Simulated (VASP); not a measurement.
Here is a VASP 6.6.1 calculation.

Contents of INCAR:

```
ALGO = Fast
EDIFF = 1E-6
ENCUT = 520
GGA = PE
ISIF = 2
ISMEAR = 0
LASPH = T
LCHARG = F
LREAL = F
LWAVE = F
NBANDS = 51
NELM = 60
PREC = Accurate
SIGMA = 0.1
```

The input KPOINTS:

```
k-points
0
Gamma
  10 10 10
```

The input POSCAR:

```
SnRu2
1.0
    0.0000000000      3.7096196785      3.7096196785
    3.7096196785      0.0000000000      3.7096196785
    3.7096196785      3.7096196785      0.0000000000
Sn Ru
2 4
Direct
    0.0000000000      0.0000000000      0.0000000000
    0.2500000000      0.2500000000      0.2500000000
    0.6250000000      0.6250000000      0.6250000000
    0.1250000000      0.6250000000      0.6250000000
    0.6250000000      0.6250000000      0.1250000000
    0.6250000000      0.1250000000      0.6250000000
```

Potentials or basis: VASP PAW PBE potentials, release 64 (Sn_d, Ru_pv).

Run with:

```sh
$ cat potpaw_PBE.64/Sn_d/POTCAR potpaw_PBE.64/Ru_pv/POTCAR > POTCAR
$ mpirun -np 1 vasp_std > vasp.out
```

**Question.** What does it give for the band gap on the k mesh?

**Answer.** Zero (band 42 reaches 11.59 eV, above the bottom of band 43 at 11.21 eV).

**Question.** Estimate the pressure.

**Answer.** 0.0 GPa.

Caveat: spin-orbit coupling is left out, which moves the levels of the heavy elements.
